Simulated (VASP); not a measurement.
The system is TaN.

```
Ta N
1.0
     5.19600    0.00000    0.00000
    -2.59800    4.49987    0.00000
     0.00000    0.00000    2.91100
Ta N
3 3
Direct
  0.33333 0.66667 0.50000
  0.66667 0.33333 0.50000
  0.00000 0.00000 0.00000
  0.39285 0.00000 0.00000
  0.60715 0.60715 0.00000
  0.00000 0.39285 0.00000
```

- Program: VASP 6.6.1
- Task: relaxation of cell and atoms
- Functional: LDA
- Potentials or basis: VASP PAW LDA potentials, release 64 (Ta_sv_GW, N)
- Cutoff: 700 eV
- k mesh: 5 × 5 × 7
- Occupations: fermi-dirac, width 0.05 eV
- Spin: no spin polarisation

At the start: pressure -9.1 GPa; volume 11.34 Å³/atom.

Q: Where does the relaxation end?

A: Over 9 steps the energy falls by 9.0 meV/atom and the volume is 11.04 Å³/atom (-2.7 %); space group P-62m (No. 189, to 0.1 Å) before and after.

Step by step:
```tsv
step	energy change (eV)	largest force (eV/Å)	pressure (GPa)	volume (Å³)
1	0.0000	0.0348	-9.10	68.06
2	0.3002	0.3988	27.62	61.91
3	-0.0536	0.0811	-0.25	66.28
4	-0.0537	0.0841	-0.01	66.24
5	-0.0536	0.0865	0.14	66.20
6	-0.0541	0.0076	0.17	66.18
7	-0.0541	0.0118	0.17	66.18
8	-0.0541	0.0066	-0.37	66.28
9	-0.0542	0.0029	-0.12	66.23
```

Final structure:
```yaml
crystal:
  lattice:
    - [5.15241, 0.00000, 0.00000]
    - [-2.57621, 4.46212, 0.00000]
    - [0.00000, 0.00000, 2.88063]
  atoms:
    - { symbol: Ta, position: [0.33333, 0.66667, 0.50000] }
    - { symbol: Ta, position: [0.66667, 0.33333, 0.50000] }
    - { symbol: Ta, position: [0.00000, 0.00000, 0.00000] }
    - { symbol: N, position: [0.39350, 0.00000, 0.00000] }
    - { symbol: N, position: [0.60650, 0.60650, 0.00000] }
    - { symbol: N, position: [0.00000, 0.39350, 0.00000] }
```
